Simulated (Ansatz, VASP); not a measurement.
**Cu3N in VASP and in Ansatz**

```
CELL_PARAMETERS angstrom
3.76560 0.00000 0.00000
0.00000 3.76560 0.00000
0.00000 0.00000 3.76560
ATOMIC_POSITIONS crystal
Cu 0.50000 0.00000 0.00000
Cu 0.00000 0.50000 0.00000
Cu 0.00000 0.00000 0.50000
N 0.00000 0.00000 0.00000
```

Alike in both runs: functional PBEsol; k mesh 10 × 10 × 10; occupations gaussian, width 0.01 eV; no spin polarisation.

Ansatz relaxed the structure, and its values are those at the end. VASP's run is a single point on that final structure, the one shown.

|  | VASP | Ansatz |
| --- | --- | --- |
| version | VASP 6.6.1 | Ansatz 0.2.0 |
| potentials or method | VASP PAW PBE potentials, release 64 (Cu, N), cutoff 600 eV | scalar-relativistic, plane waves, PAW |
| valence electrons in the cell | 38 | 62 |

|  | VASP | Ansatz | Ansatz less VASP |
| --- | --- | --- | --- |
| gap on the k mesh at the Fermi level (eV) | 0.04 | 0.02 | -0.020 |
| least direct gap on the mesh (eV) | 0.58 | 0.55 | -0.031 |
| pressure (GPa) | 0.8 | 0.0 | -0.78 |

VASP's potentials were made for PBE, not for PBEsol. With one functional, cell and mesh, what is left measures potentials, basis and numerics. VASP's potentials hold 38 valence electrons a cell and Ansatz's 62, so a difference there can come from the potentials and not from the codes.
